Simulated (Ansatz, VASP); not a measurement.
## Two plane-wave programs on Ag

File INCAR:

```
PREC = Accurate
ENCUT = 520
EDIFF = 1E-6
ISMEAR = -1
SIGMA = 0.05
LREAL = False
LASPH = True
NELM = 80
ALGO = Normal
ISIF = 2
LWAVE = False
LCHARG = True
GGA = PE
LELF = True
LVHAR = True
NBANDS = 24
```

File KPOINTS:

```
Automatic mesh
0
Gamma
  8 8 11
```

The input POSCAR:

```
Ag
1.0
    4.3145809632      0.0000000000      0.0000000000
   -2.1572904816      3.7365367208      0.0000000000
    0.0000000000      0.0000000000      2.5804158918
Ag
3
Direct
    0.0000000000      0.0000000000      0.0000000000
    0.3333333333      0.6666666667      0.5000000000
    0.6666666667      0.3333333333      0.5000000000
```

Input for Ansatz:

```yaml
crystal:
  lattice:
    - [4.3145809632, 0.0, 0.0]
    - [-2.1572904816, 3.7365367208, 0.0]
    - [0.0, 0.0, 2.5804158918]
  atoms:
    - { symbol: Ag, position: [0.0, 0.0, 0.0] }
    - { symbol: Ag, position: [0.3333333333, 0.6666666667, 0.5] }
    - { symbol: Ag, position: [0.6666666667, 0.3333333333, 0.5] }
kpoints:
  mp_grid: { grid: [8, 8, 11] }
scf:
  occupations: { method: fermi_dirac, width: 0.05 }
hamiltonian:
  xc: pbe
  pseudopotentials: { kind: paw }
output:
  forces: true
  stress: true
  eigenvalues: true
  populations: true
```

Change from the starting cell: volume scaled by 0.76, PAW files.

Alike in both runs: task single point; functional PBE; k mesh 8 × 8 × 11; occupations fermi-dirac, width 0.05 eV; no spin polarisation.

|  | VASP | Ansatz |
| --- | --- | --- |
| version | VASP 6.6.1 | Ansatz 0.2.0 |
| potentials or method | VASP PAW PBE potentials, release 64 (Ag) | PAW with Ansatz's default frozen-core files, scalar-relativistic |
| plane-wave cutoff (eV) | 520 | 420 |
| valence electrons in the cell | 33 | 57 |

Ansatz gave:

* pressure (GPa): 51.7
* traceless stress, the component that is largest in VASP (GPa): -0.14

Task: Estimate VASP's values.

Result: Pressure (GPa): 51.1; traceless stress, the component that is largest in VASP (GPa): -0.15.

Both programs put the cell under a high pressure, so it lies far from rest at this level. With one functional, cell and mesh, what is left measures potentials, basis and numerics. VASP's potentials hold 33 valence electrons a cell and Ansatz's 57, so a difference there can come from the potentials and not from the codes.
